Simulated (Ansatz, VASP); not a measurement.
## One calculation of Ca, two programs

```
Ca
1.0
     3.98000    0.00000    0.00000
    -1.99000    3.44678    0.00000
     0.00000    0.00000    6.52000
Ca
2
Direct
  0.33333 0.66667 0.25000
  0.66667 0.33333 0.75000
```

Alike in both runs: task electric field gradients; functional RPBE; k mesh 11 × 11 × 6; occupations fermi-dirac, width 0.08 eV; no spin polarisation.

|  | VASP | Ansatz |
| --- | --- | --- |
| version | VASP 6.6.1 | Ansatz 0.2.0 |
| potentials or method | VASP PAW PBE potentials, release 64 (Ca_sv) | PAW with Ansatz's default frozen-core files, scalar-relativistic |
| plane-wave cutoff (eV) | 520 | 420 |
| valence electrons in the cell | 20 | 20 |

|  | VASP | Ansatz | Ansatz less VASP |
| --- | --- | --- | --- |
| gap on the k mesh at the Fermi level (eV) | none | none | - |
| pressure (GPa) | 0.0 | 0.0 | -0.01 |

VASP's potentials were made for PBE, not for RPBE. A gap of «none» marks a metal or a gap that the smearing closes.
